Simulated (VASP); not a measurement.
# Au in VASP: further runs

Au is run at these levels: PBEsol; tasks: single point.

Program: VASP 6.6.1. These are calculated values, not measurements. Logs are shortened: lines on timing, memory, paths and dates and some standing lists are left out, and cuts for length are marked.

### 1 The cell of the first run

The cell holds a slab with vacuum, 4 atoms: a = 2.865 Å, b = 2.865 Å, c = 24.186 Å, α = 90.00°, β = 90.00°, γ = 120.00°.

### 2 Single point, PBEsol

File INCAR:

```
SYSTEM = Au
PREC = Accurate ; ENCUT = 520
EDIFF = 1E-7 ; ISMEAR = 0
SIGMA = 0.1 ; LREAL = .False.
LASPH = .True. ; NELM = 100
ALGO = Normal ; ISIF = 2
LWAVE = .False. ; LCHARG = .False.
LDIPOL = .True. ; IDIPOL = 3
DIPOL = 0.5 0.5 0.500 ; GGA = PS
NBANDS = 30
```

File KPOINTS:

```
Automatic mesh
0
Gamma
  12 12 1
  0 0 0
```

File POSCAR:

```
Au
1.0
    2.8651901262      0.0000000000      0.0000000000
   -1.4325950631      2.4813274359      0.0000000000
    0.0000000000      0.0000000000     24.1858669802
Au
4
Direct
    0.3333333333      0.6666666667      0.3514449164
    0.6666666667      0.3333333333      0.4504816388
    0.3333333333      0.6666666667      0.5486410930
    0.6666666667      0.3333333333      0.6483247498
```

Potentials or basis: VASP PAW PBE potentials, release 64 (Au).

The run is started by

```console
cat potpaw_PBE.64/Au/POTCAR > POTCAR
mpirun -np 1 vasp_std > vasp.out
```

OUTCAR:

```text
SYSTEM = Au
   PREC = Accurate
   ENCUT = 520
   EDIFF = 1E-7
   ISMEAR = 0
   LREAL = .False.
   LASPH = .True.
   NELM = 100
   ISIF = 2
   GGA = PS

 ion  position               nearest neighbor table
   1  0.333  0.667  0.351-   2 2.91   2 2.91   2 2.91
   2  0.667  0.333  0.450-   3 2.89   3 2.89   3 2.89   1 2.91   1 2.91   1 2.91
   3  0.333  0.667  0.549-   2 2.89   2 2.89   2 2.89   4 2.92   4 2.92   4 2.92
   4  0.667  0.333  0.648-   3 2.92   3 2.92   3 2.92

  LATTYP: Found a hexagonal cell.
 ALAT       =     2.8651901262
 C/A-ratio  =     8.4412782101

  Lattice vectors:

 A1 = (   2.8651901262,   0.0000000000,   0.0000000000)
 A2 = (  -1.4325950631,   2.4813274359,   0.0000000000)
 A3 = (   0.0000000000,   0.0000000000,  24.1858669802)

Analysis of symmetry for initial positions (statically):
=====================================================================
 Subroutine PRICEL returns:
 Original cell was already a primitive cell.

 Routine SETGRP: Setting up the symmetry group for a
 hexagonal supercell.

 Subroutine GETGRP returns: Found  6 space group operations
 (whereof  6 operations were pure point group operations)
 out of a pool of 24 trial point group operations.

The static configuration has the point symmetry C_3v.

Analysis of symmetry for dynamics (positions and initial velocities):
=====================================================================
 Subroutine PRICEL returns:
 Original cell was already a primitive cell.

 Routine SETGRP: Setting up the symmetry group for a
 hexagonal supercell.

 Subroutine GETGRP returns: Found  6 space group operations
 (whereof  6 operations were pure point group operations)
 out of a pool of 24 trial point group operations.

The dynamic configuration has the point symmetry C_3v.

 Subroutine INISYM returns: Found  6 space group operations
 (whereof  6 operations are pure point group operations),
 and found     1 'primitive' translations

----------------------------------------------------------------------------------------

                                     Primitive cell

  volume of cell :     171.9488

  direct lattice vectors                    reciprocal lattice vectors
     2.865190126  0.000000000  0.000000000     0.349016978  0.201505046  0.000000000
    -1.432595063  2.481327436  0.000000000     0.000000000  0.403010093  0.000000000
     0.000000000  0.000000000 24.185866980     0.000000000  0.000000000  0.041346461

  length of vectors
     2.865190126  2.865190126 24.185866980     0.403010093  0.403010093  0.041346461

  position of ions in fractional coordinates (direct lattice)
     0.333333333  0.666666667  0.351444916
     0.666666667  0.333333333  0.450481639
     0.333333333  0.666666667  0.548641093
     0.666666667  0.333333333  0.648324750

  ion indices of the primitive-cell ions
   primitive index   ion index
                 1           1
                 2           2
                 3           3
                 4           4

----------------------------------------------------------------------------------------

 KPOINTS: Automatic mesh

Automatic generation of k-mesh.
 Grid dimensions read from file:
 generate k-points for:   12   12    1

 Generating k-lattice:

  Cartesian coordinates                     Fractional coordinates (reciprocal lattice)
     0.029084748  0.016792087  0.000000000     0.083333333  0.000000000  0.000000000
     0.000000000  0.033584174  0.000000000     0.000000000  0.083333333  0.000000000
     0.000000000  0.000000000  0.041346461     0.000000000  0.000000000  1.000000000

  Length of vectors
     0.033584174  0.033584174  0.041346461

  Shift w.r.t. Gamma in fractional coordinates (k-lattice)
     0.000000000  0.000000000  0.000000000

 Subroutine IBZKPT returns following result:
 ===========================================

 Found     19 irreducible k-points:

 Following reciprocal coordinates:
            Coordinates               Weight
  0.000000  0.000000  0.000000      1.000000
  0.083333  0.000000  0.000000      6.000000
  0.166667 -0.000000  0.000000      6.000000
  0.250000  0.000000  0.000000      6.000000
  0.333333 -0.000000  0.000000      6.000000
  0.416667  0.000000  0.000000      6.000000
[... 11 lines left out ...]
  0.333333  0.250000  0.000000     12.000000
  0.333333  0.333333  0.000000      2.000000
   k-points           NKPTS =     19   k-points in BZ     NKDIM =     19   number of bands    NBANDS=     30
   number of dos      NEDOS =    301   number of ions     NIONS =      4
   total plane-waves  NPLWV = 103680
   dimension x,y,z NGX =    24 NGY =   24 NGZ =  180
   dimension x,y,z NGXF=    48 NGYF=   48 NGZF=  360
   ions per type =               4
   NGX,Y,Z   is equivalent  to a cutoff of  13.93, 13.93, 12.37 a.u.
   NGXF,Y,Z  is equivalent  to a cutoff of  27.85, 27.85, 24.75 a.u.
 SYSTEM =  Au
   PREC   = accura    normal or accurate (medium, high low for compatibility)
   ISTART =      0    job   : 0-new  1-cont  2-samecut
   ICHARG =      2    charge: 1-file 2-atom 10-const
   ISPIN  =      1    spin polarized calculation?
   LNONCOLLINEAR =      F non collinear calculations
   LSORBIT =      F    spin-orbit coupling
   LASPH  =      T    aspherical Exc in radial PAW
   ENCUT  =  520.0 eV  38.22 Ry    6.18 a.u.   5.33  5.33 44.97*2*pi/ulx,y,z
   NELM   =    100;   NELMIN=  2; NELMDL= -5     # of ELM steps
   EDIFF  = 0.1E-06   stopping-criterion for ELM
   LREAL  =      F    real-space projection
   EDIFFG = 0.1E-05   stopping-criterion for IOM
   NSW    =      0    number of steps for IOM
   IBRION =     -1    ionic relax: 0-MD 1-quasi-New 2-CG
   NFREE  =      0    steps in history (QN), initial steepest desc. (CG)
   ISIF   =      2    stress and relaxation
   ISYM   =      2    0-nonsym 1-usesym 2-fastsym
   POTIM  = 0.5000    time-step for ionic-motion
   TEBEG  =    0.0;   TEEND  =   0.0 temperature during run
   PSTRESS=    0.0 pullay stress
   NELECT =      44.0000    total number of electrons
   NUPDOWN=      -1.0000    fix difference up-down
   EMIN   =  10.00;   EMAX   =-10.00  energy-range for DOS
   EFERMI =   0.00;   METHOD = LEGACY
   ISMEAR =     0;   SIGMA  =   0.10  broadening in eV -4-tet -1-fermi 0-gaus
   EFERMI_NEDOS =   21; number of points for ismear=-14 and -15
   IALGO  =     38    algorithm
   IMIX   =      4    mixing-type and parameters
     AMIX     =   0.40;   BMIX     =  1.00
     AMIX_MAG =   1.60;   BMIX_MAG =  1.00
  volume/ion in A,a.u.               =      42.99       290.09
  Fermi-wavevector in a.u.,A,eV,Ry     =   1.039344  1.964075 14.697503  1.080236
  Thomas-Fermi vector in A             =   2.173870
   LORBIT       =      0    0 simple, 1 ext, 2 COOP (PROOUT), +10 PAW based schemes
   GGA     = PS    functional components
   LHFCALC =     F    Hartree Fock is set to
   AEXX    =    0.0000 exact exchange contribution
   IVDW    =     0    specifies the selected vdW correction
   LEPSILON=     F    determine dielectric tensor
   LRPA    =     F    only Hartree local field effects (RPA)
 non-spin polarized calculation
 Gauss-broadening in eV      SIGMA  =   0.10
  energy-cutoff  :      520.00
  volume of cell :      171.95
 maximum number of plane-waves:      4673
 NGX is ok and might be reduce to    24
   NGX = 11   NGY = 11   NGZ = 89

 dipolmoment           0.000000      0.000000     -0.081317 electrons x Angstroem

 number of electron      44.0000004 magnetization

 dipolmoment           0.000000      0.000000      0.000324 electrons x Angstroem

 Free energy of the ion-electron system (eV)
  ---------------------------------------------------
  ext. energy  EPLUGINS =         0.00000000
  ---------------------------------------------------
  free energy    TOTEN  =       -14.79699143 eV

  energy without entropy =      -14.77713492  energy(sigma->0) =      -14.78706318

 E-fermi :   0.5181     XC(G=0):  -5.7609

 val. band max:        0.4995880547   @ k =   0.2500   0.2500   0.0000
 cond. band min:       0.5235998884   @ k =   0.4167   0.0833   0.0000
 fundamental gap:      0.0240118337
 Fermi energy:         0.5180662833

 k-point     1 :       0.0000    0.0000    0.0000
  band No.  band energies     occupation
      1      -9.0276      2.00000
      2      -7.8821      2.00000
      3      -6.9075      2.00000
      4      -6.8108      2.00000
      5      -4.3449      2.00000
      6      -4.1730      2.00000
[... 22 lines left out ...]
     29       6.5207      0.00000
     30       8.2435      0.00000

 k-point     2 :       0.0833    0.0000    0.0000
  band No.  band energies     occupation
      1      -8.8108      2.00000
      2      -7.6682      2.00000
      3      -6.6915      2.00000
      4      -6.6193      2.00000
      5      -4.3792      2.00000
      6      -4.2604      2.00000
[... 22 lines left out ...]
     29       6.6865      0.00000
     30       8.4185      0.00000

 k-point     3 :       0.1667   -0.0000    0.0000
  band No.  band energies     occupation
      1      -8.2015      2.00000
      2      -7.0933      2.00000
      3      -6.1428      2.00000
      4      -6.1230      2.00000
      5      -4.5607      2.00000
      6      -4.5197      2.00000
[... 22 lines left out ...]
     29       7.1830      0.00000
     30       8.9317      0.00000

 k-point     4 :       0.2500    0.0000    0.0000
  band No.  band energies     occupation
      1      -7.3684      2.00000
      2      -6.4603      2.00000
      3      -5.7926      2.00000
      4      -5.6518      2.00000
      5      -4.9166      2.00000
      6      -4.7193      2.00000
[... 451 lines left out ...]
     29       7.7264      0.00000
     30       8.8751      0.00000

 k-point    18 :       0.3333    0.2500    0.0000
  band No.  band energies     occupation
      1      -5.6565      2.00000
      2      -5.5664      2.00000
      3      -5.2786      2.00000
      4      -5.0708      2.00000
      5      -4.8279      2.00000
      6      -4.7950      2.00000
[... 22 lines left out ...]
     29       8.0425      0.00000
     30       8.4903      0.00000

 k-point    19 :       0.3333    0.3333    0.0000
  band No.  band energies     occupation
      1      -5.4699      2.00000
      2      -5.3230      2.00000
      3      -5.3056      2.00000
      4      -4.8177      2.00000
      5      -4.7806      2.00000
      6      -4.7468      2.00000
[... 22 lines left out ...]
     29       7.7003      0.00000
     30       8.2742      0.00000

------------------------ aborting loop because EDIFF is reached ----------------------------------------

 vacuum level on the upper side and lower side of the slab       (xc-potential included)        -0.002        -0.010

  FORCE on cell =-STRESS in cart. coord.  units (eV):
  Direction    XX          YY          ZZ          XY          YZ          ZX
  --------------------------------------------------------------------------------------
  -------------------------------------------------------------------------------------
  Total       -2.5739184     -2.5739184      0.0221990      0.0000000      0.0000000     -0.0000000
  in kB      -23.9831475    -23.9831475      0.2068453      0.0000000      0.0000000     -0.0000000
  external PRESSURE =     -15.9198166 kB  Pullay stress =       0.0000000 kB

 VOLUME and BASIS-vectors are now :
 -----------------------------------------------------------------------------
  energy-cutoff  :      520.00
  volume of cell :      171.95
      direct lattice vectors                 reciprocal lattice vectors
     2.865190126  0.000000000  0.000000000     0.349016978  0.201505046  0.000000000
    -1.432595063  2.481327436  0.000000000     0.000000000  0.403010093  0.000000000
     0.000000000  0.000000000 24.185866980     0.000000000  0.000000000  0.041346461

 POSITION                                       TOTAL-FORCE (eV/Angst)
 -----------------------------------------------------------------------------------
     -0.00000      1.65422      8.50000         0.000000      0.000000     -0.044383
      1.43260      0.82711     10.89529        -0.000000     -0.000000      0.049291
     -0.00000      1.65422     13.26936        -0.000000     -0.000000      0.003626
      1.43260      0.82711     15.68030         0.000000      0.000000     -0.008534
 -----------------------------------------------------------------------------------
    total drift:                               -0.000000      0.000000      0.000128

  FREE ENERGIE OF THE ION-ELECTRON SYSTEM (eV)
  ---------------------------------------------------
  free  energy   TOTEN  =       -14.7969914317 eV

  energy  without entropy=      -14.7771349196  energy(sigma->0) =      -14.78706318

 vacuum level on the upper side and lower side of the slab         5.750         5.742
```

Run time: 4 min. Hardware: 1 thread of Intel Xeon 8259CL, shared host; peak memory 0.33 GiB.

Results:

| Quantity | Value |
| --- | --- |
| Free energy | -14.7970 eV |
| Largest force | 0.049 eV/Å |
| Band gap on the k mesh | zero (bands 22 and 23 overlap by 4.80 eV) |

Forces on the atoms (eV/Å):
```
Au   0.000  0.000 -0.044
Au   0.000  0.000  0.049
Au   0.000  0.000  0.004
Au   0.000  0.000 -0.009
```

Caveat: the PAW data sets were made with another functional, which shifts forces and pressure a little; spin-orbit coupling is left out, which moves the levels of the heavy elements.

(Part 1 of 2 ends here.)
